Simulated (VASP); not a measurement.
AlN, 4 atoms in the cell. Symmetry: P6_3mc, No. 186, hexagonal system. Conventional cell: a = 3.068 Å, b = 3.068 Å, c = 4.911 Å, α = 90.00°, β = 90.00°, γ = 120.00°. Within 2.5 Å of Al (site symmetry 3m) lie 4 N at 1.86 to 1.88 Å. N (site symmetry 3m) has 4 Al at 1.86 to 1.88 Å within 2.5 Å.  This cell differs from its parent crystal: volume scaled by 0.94.

- Program: VASP 6.6.1
- Task: relaxation of shape and atoms at fixed volume
- Functional: PBE
- Potentials or basis: VASP PAW PBE potentials, release 64 (Al, N)
- Cutoff: 600 eV
- k mesh: 9 × 9 × 6
- Occupations: gaussian, width 0.02 eV
- Spin: no spin polarisation
- Dipole correction: no
- Further INCAR settings: ALGO = Normal; EDIFF = 1e-07; IBRION = 2; EDIFFG = -0.01; NSW = 50; ISIF = 4

Potentials or basis: VASP PAW PBE potentials, release 64 (Al, N).

Command:

```bash
$ cat potpaw_PBE.64/Al/POTCAR potpaw_PBE.64/N/POTCAR > POTCAR
$ mpirun -np 1 vasp_std > vasp.out
```

Hardware: 1 thread of Intel(R) Xeon(R) Platinum 8559C (Emerald Rapids) (shared host).

Problem. Estimate the wall time of this run.

Solution. It took 25 s on 1 thread of Intel(R) Xeon(R) Platinum 8559C (Emerald Rapids) (shared host), peak memory 0.18 GiB. Counts: scf iterations 24, k points 48, ion steps 3.
